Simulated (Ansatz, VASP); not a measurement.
## W in VASP and in Ansatz

File INCAR:

```
SYSTEM = W
PREC     = Accurate       ! precision mode
ENCUT    = 520            ! plane-wave cutoff, eV
EDIFF    = 1E-6           ! SCF threshold, eV
ISMEAR   = 0              ! smearing method
SIGMA    = 0.15           ! smearing width, eV
LREAL    = .FALSE.        ! projectors in reciprocal space
LASPH    = .TRUE.         ! aspherical terms in the spheres
NELM     = 100            ! most SCF steps
ALGO     = Fast           ! electronic algorithm
ISIF     = 2              ! what is computed and relaxed
LWAVE    = .FALSE.        ! write WAVECAR
LCHARG   = .TRUE.         ! write CHGCAR
GGA      = PS             ! functional
LELF     = .TRUE.         ! ELF
LVHAR    = .TRUE.       
NBANDS   = 13             ! bands
```

The input KPOINTS:

```
Automatic mesh
0
G
  20 20 20
  0 0 0
```

The input POSCAR:

```
W
1.0
   -1.6372325000      1.6372325000      1.5973000000
    1.6372325000     -1.6372325000      1.5973000000
    1.6372325000      1.6372325000     -1.5973000000
W
1
Direct
    0.0000000000      0.0000000000      0.0000000000
```

Input for Ansatz:

```yaml
crystal:
  lattice:
    - [-1.6372325, 1.6372325, 1.5973]
    - [1.6372325, -1.6372325, 1.5973]
    - [1.6372325, 1.6372325, -1.5973]
  atoms:
    - { symbol: W, position: [0.0, 0.0, 0.0] }
basis:
  ecutwfc: 420
kpoints:
  mp_grid: { grid: [20, 20, 20] }
hamiltonian:
  xc: pbesol
scf:
  occupations: { method: gaussian, width: 0.15 }
output:
  forces: true
  stress: true
  eigenvalues: true
```

Change from the starting cell: strain +0.025 along x and y, +0.000 along z, atoms carried along.

Alike in both runs: task single point; functional PBEsol; k mesh 20 × 20 × 20; occupations gaussian, width 0.15 eV; no spin polarisation.

|  | VASP | Ansatz |
| --- | --- | --- |
| version | VASP 6.6.1 | Ansatz 0.2.0 |
| potentials or method | VASP PAW PBE potentials, release 64 (W_sv), cutoff 520 eV | scalar-relativistic, plane waves, PAW |
| valence electrons in the cell | 14 | 14 |

```csv
,VASP,Ansatz,Ansatz less VASP
gap on the k mesh at the Fermi level (eV),none,none,-
pressure (GPa),-23.2,-23.5,-0.34
"traceless stress, the component that is largest in VASP (GPa)",4.76,4.77,+0.005
```

VASP's potentials were made for PBE, not for PBEsol. A gap of «none» marks a metal or a gap that the smearing closes. With one functional, cell and mesh, what is left measures potentials, basis and numerics.

Spin-orbit coupling is off throughout.
